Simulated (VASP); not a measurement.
# Ta (R-3m) in VASP: single point with PBE

Aim: the single point of Ta with PBE.

All numbers are computed with VASP 6.6.1; they aren't measurements. Logs are shortened: lines on timing, memory, paths and dates and some standing lists are left out, and cuts for length are marked.

**1. The cell of the first run**

Symmetry: R-3m, No. 166, trigonal system. Conventional cell: a = 4.785 Å, b = 4.785 Å, c = 2.725 Å, α = 90.00°, β = 90.00°, γ = 120.00°. Ta (site symmetry -3m) has 14 Ta at 2.73 to 3.31 Å within 3.6 Å.

**2. Single point, PBE**

INCAR

```
SYSTEM = Ta
PREC = Accurate ; ENCUT = 520
EDIFF = 1E-7 ; ISMEAR = 0
SIGMA = 0.15 ; LREAL = .False.
LASPH = .True. ; NELM = 80
ALGO = Fast ; ISIF = 2
LWAVE = .False. ; LCHARG = .True.
GGA = PE ; LELF = .True.
LVHAR = .True. ; NBANDS = 12
```

KPOINTS

```
Automatic mesh
0
Gamma
  22 22 22
  0 0 0
```

POSCAR

```
Ta
1.0
   -1.7311851792      1.6522386238      1.6522386238
    1.6522386238     -1.7311851792      1.6522386238
    1.6522386238      1.6522386238     -1.7311851792
Ta
1
Direct
    0.0000000000      0.0000000000      0.0000000000
```

Potentials or basis: VASP PAW PBE potentials, release 64 (Ta_pv).

The run is started by

```
> cat potpaw_PBE.64/Ta_pv/POTCAR > POTCAR
> mpirun -np 1 vasp_std > vasp.out
```

OUTCAR:

```text
SYSTEM = Ta
   PREC = Accurate
   ENCUT = 520
   EDIFF = 1E-7
   ISMEAR = 0
   LREAL = .False.
   LASPH = .True.
   NELM = 80
   ISIF = 2
   GGA = PE

 ion  position               nearest neighbor table
   1  0.000  0.000  0.000-

  LATTYP: Found a trigonal (rhomboedric) cell.
 ALAT       =     2.9080555470
 COS(alpha) =    -0.3536531715

  Lattice vectors:

 A1 = (  -1.7311851792,   1.6522386238,   1.6522386238)
 A2 = (   1.6522386238,  -1.7311851792,   1.6522386238)
 A3 = (   1.6522386238,   1.6522386238,  -1.7311851792)

Analysis of symmetry for initial positions (statically):
=====================================================================
 Subroutine PRICEL returns:
 Original cell was already a primitive cell.

 Routine SETGRP: Setting up the symmetry group for a
 trigonal (rhombohedral) supercell.

 Subroutine GETGRP returns: Found 12 space group operations
 (whereof 12 operations were pure point group operations)
 out of a pool of 12 trial point group operations.

The static configuration has the point symmetry D_3d.

Analysis of symmetry for dynamics (positions and initial velocities):
=====================================================================
 Subroutine PRICEL returns:
 Original cell was already a primitive cell.

 Routine SETGRP: Setting up the symmetry group for a
 trigonal (rhombohedral) supercell.

 Subroutine GETGRP returns: Found 12 space group operations
 (whereof 12 operations were pure point group operations)
 out of a pool of 12 trial point group operations.

The dynamic configuration has the point symmetry D_3d.

 Subroutine INISYM returns: Found 12 space group operations
 (whereof 12 operations are pure point group operations),
 and found     1 'primitive' translations

----------------------------------------------------------------------------------------

                                     Primitive cell

  volume of cell :      18.0104

  direct lattice vectors                    reciprocal lattice vectors
    -1.731185179  1.652238624  1.652238624     0.014830897  0.310389497  0.310389497
     1.652238624 -1.731185179  1.652238624     0.310389497  0.014830897  0.310389497
     1.652238624  1.652238624 -1.731185179     0.310389497  0.310389497  0.014830897

  length of vectors
     2.908055547  2.908055547  2.908055547     0.439207508  0.439207508  0.439207508

  position of ions in fractional coordinates (direct lattice)
     0.000000000  0.000000000  0.000000000

  ion indices of the primitive-cell ions
   primitive index   ion index
                 1           1

----------------------------------------------------------------------------------------

 KPOINTS: Automatic mesh

Automatic generation of k-mesh.
 Grid dimensions read from file:
 generate k-points for:   22   22   22

 Generating k-lattice:

  Cartesian coordinates                     Fractional coordinates (reciprocal lattice)
     0.000674132  0.014108613  0.014108613     0.045454545  0.000000000  0.000000000
     0.014108613  0.000674132  0.014108613     0.000000000  0.045454545  0.000000000
     0.014108613  0.014108613  0.000674132     0.000000000  0.000000000  0.045454545

  Length of vectors
     0.019963978  0.019963978  0.019963978

  Shift w.r.t. Gamma in fractional coordinates (k-lattice)
     0.000000000  0.000000000  0.000000000

 Subroutine IBZKPT returns following result:
 ===========================================

 Found   1024 irreducible k-points:

 Following reciprocal coordinates:
            Coordinates               Weight
  0.000000  0.000000  0.000000      1.000000
  0.045455  0.000000  0.000000      6.000000
  0.090909  0.000000  0.000000      6.000000
  0.136364  0.000000  0.000000      6.000000
  0.181818  0.000000  0.000000      6.000000
  0.227273  0.000000  0.000000      6.000000
[... 16 lines left out ...]
  0.500000  0.045455  0.000000     12.000000
 -0.454545  0.045455  0.000000     12.000000
 [... further k-points ...]
   k-points           NKPTS =   1024   k-points in BZ     NKDIM =   1024   number of bands    NBANDS=     12
   number of dos      NEDOS =    301   number of ions     NIONS =      1
   total plane-waves  NPLWV =  13824
   dimension x,y,z NGX =    24 NGY =   24 NGZ =   24
   dimension x,y,z NGXF=    48 NGYF=   48 NGZF=   48
   ions per type =               1
   NGX,Y,Z   is equivalent  to a cutoff of  13.72, 13.72, 13.72 a.u.
   NGXF,Y,Z  is equivalent  to a cutoff of  27.44, 27.44, 27.44 a.u.
 SYSTEM =  Ta
   PREC   = accura    normal or accurate (medium, high low for compatibility)
   ISTART =      0    job   : 0-new  1-cont  2-samecut
   ICHARG =      2    charge: 1-file 2-atom 10-const
   ISPIN  =      1    spin polarized calculation?
   LNONCOLLINEAR =      F non collinear calculations
   LSORBIT =      F    spin-orbit coupling
   LASPH  =      T    aspherical Exc in radial PAW
   ENCUT  =  520.0 eV  38.22 Ry    6.18 a.u.   5.41  5.41  5.41*2*pi/ulx,y,z
   NELM   =     80;   NELMIN=  2; NELMDL= -5     # of ELM steps
   EDIFF  = 0.1E-06   stopping-criterion for ELM
   LREAL  =      F    real-space projection
   EDIFFG = 0.1E-05   stopping-criterion for IOM
   NSW    =      0    number of steps for IOM
   IBRION =     -1    ionic relax: 0-MD 1-quasi-New 2-CG
   NFREE  =      0    steps in history (QN), initial steepest desc. (CG)
   ISIF   =      2    stress and relaxation
   ISYM   =      2    0-nonsym 1-usesym 2-fastsym
   POTIM  = 0.5000    time-step for ionic-motion
   TEBEG  =    0.0;   TEEND  =   0.0 temperature during run
   PSTRESS=    0.0 pullay stress
   NELECT =      11.0000    total number of electrons
   NUPDOWN=      -1.0000    fix difference up-down
   EMIN   =  10.00;   EMAX   =-10.00  energy-range for DOS
   EFERMI =   0.00;   METHOD = LEGACY
   ISMEAR =     0;   SIGMA  =   0.15  broadening in eV -4-tet -1-fermi 0-gaus
   EFERMI_NEDOS =   21; number of points for ismear=-14 and -15
   IALGO  =     68    algorithm
   IMIX   =      4    mixing-type and parameters
     AMIX     =   0.40;   BMIX     =  1.00
     AMIX_MAG =   1.60;   BMIX_MAG =  1.00
  volume/ion in A,a.u.               =      18.01       121.54
  Fermi-wavevector in a.u.,A,eV,Ry     =   1.388988  2.624806 26.249534  1.929286
  Thomas-Fermi vector in A             =   2.513061
   LORBIT       =      0    0 simple, 1 ext, 2 COOP (PROOUT), +10 PAW based schemes
   GGA     = PE    functional components
   LHFCALC =     F    Hartree Fock is set to
   AEXX    =    0.0000 exact exchange contribution
   IVDW    =     0    specifies the selected vdW correction
   LEPSILON=     F    determine dielectric tensor
   LRPA    =     F    only Hartree local field effects (RPA)
 non-spin polarized calculation
 RMM-DIIS sequential band-by-band and
 Gauss-broadening in eV      SIGMA  =   0.15
  energy-cutoff  :      520.00
  volume of cell :       18.01
 maximum number of plane-waves:       498
 NGX is ok and might be reduce to    24
   NGX = 11   NGY = 11   NGZ = 11

 number of electron      10.9999999 magnetization

 Free energy of the ion-electron system (eV)
  ---------------------------------------------------
  ext. energy  EPLUGINS =         0.00000000
  ---------------------------------------------------
  free energy    TOTEN  =       -11.78965442 eV

  energy without entropy =      -11.77427345  energy(sigma->0) =      -11.78196394

 E-fermi :   5.5017     XC(G=0): -12.6116

 val. band max:        5.5011347248   @ k =  -0.1818   0.5000   0.1818
 cond. band min:       5.5062793709   @ k =  -0.1818   0.4545   0.1818
 fundamental gap:      0.0051446461
 Fermi energy:         5.5016546696

 k-point     1 :       0.0000    0.0000    0.0000
  band No.  band energies     occupation
      1     -27.6546      2.00000
      2     -27.6546      2.00000
      3     -27.3854      2.00000
      4      -2.4215      2.00000
      5       5.4545      1.34343
      6       6.4846      0.00000
      7       6.4846      0.00000
      8       9.6821      0.00000
      9       9.6821      0.00000
     10      19.6059      0.00000
     11      20.9912      0.00000
     12      20.9912      0.00000

 k-point     2 :       0.0455    0.0000    0.0000
  band No.  band energies     occupation
      1     -27.6658      2.00000
      2     -27.6541      2.00000
      3     -27.4142      2.00000
      4      -2.3230      2.00000
      5       5.5311      0.78131
      6       6.4238      0.00000
      7       6.5218      0.00000
      8       9.5239      0.00000
      9       9.6542      0.00000
     10      19.7203      0.00000
     11      21.1702      0.00000
     12      21.2763      0.00000

 k-point     3 :       0.0909    0.0000    0.0000
  band No.  band energies     occupation
      1     -27.7014      2.00000
      2     -27.6526      2.00000
      3     -27.4942      2.00000
      4      -2.0345      2.00000
      5       5.7318      0.03001
      6       6.2495      0.00000
      7       6.6442      0.00000
      8       9.1313      0.00000
      9       9.5840      0.00000
     10      20.0402      0.00000
     11      21.6856      0.00000
     12      22.0353      0.00000
[... 286 lines left out ...]
 k-point    23 :       0.5000    0.0455    0.0000
  band No.  band energies     occupation
      1     -28.8139      2.00000
      2     -28.0181      2.00000
      3     -27.6399      2.00000
      4       1.2394      2.00000
      5       4.0664      2.00000
      6       7.2709      0.00000
      7       9.0661      0.00000
      8      10.0525      0.00000
      9      13.3736      0.00000
     10      17.2852      0.00000
     11      17.9713      0.00000
     12      22.3258      0.00000

 k-point    24 :      -0.4545    0.0455    0.0000
  band No.  band energies     occupation
      1     -28.7520      2.00000
      2     -28.0059      2.00000
      3     -27.6421      2.00000
      4       1.2365      2.00000
      5       4.1460      2.00000
      6       6.8212      0.00000
      7       9.1650      0.00000
      8       9.9631      0.00000
      9      12.8034      0.00000
     10      17.5773      0.00000
     11      18.2170      0.00000
     12      20.2179      0.00000

 [... further k-points ...]
[... 5 lines left out ...]
  --------------------------------------------------------------------------------------
  -------------------------------------------------------------------------------------
  Total        0.4147227      0.4147227      0.4147227      0.3518667      0.3518667      0.3518667
  in kB       36.8931916     36.8931916     36.8931916     31.3016074     31.3016074     31.3016074
  external PRESSURE =      36.8931916 kB  Pullay stress =       0.0000000 kB

 VOLUME and BASIS-vectors are now :
 -----------------------------------------------------------------------------
  energy-cutoff  :      520.00
  volume of cell :       18.01
      direct lattice vectors                 reciprocal lattice vectors
    -1.731185179  1.652238624  1.652238624     0.014830897  0.310389497  0.310389497
     1.652238624 -1.731185179  1.652238624     0.310389497  0.014830897  0.310389497
     1.652238624  1.652238624 -1.731185179     0.310389497  0.310389497  0.014830897

 POSITION                                       TOTAL-FORCE (eV/Angst)
 -----------------------------------------------------------------------------------
      0.00000      0.00000      0.00000         0.000000      0.000000     -0.000000
 -----------------------------------------------------------------------------------
    total drift:                                0.000000      0.000000      0.000000

  FREE ENERGIE OF THE ION-ELECTRON SYSTEM (eV)
  ---------------------------------------------------
  free  energy   TOTEN  =       -11.7896544215 eV

  energy  without entropy=      -11.7742734513  energy(sigma->0) =      -11.78196394
```

Wall time 71 s (1 thread of Intel Xeon 6975P-C (Granite Rapids), shared host); peak memory 0.32 GiB.

What came out:

```
Free energy            : -11.7897 eV
Pressure               : 3.7 GPa
Band gap on the k mesh : zero (an odd number of electrons rules out a gap without spin polarisation)
```

Caveat: the cell stands under pressure; spin-orbit coupling is left out, which moves the levels of the heavy elements.
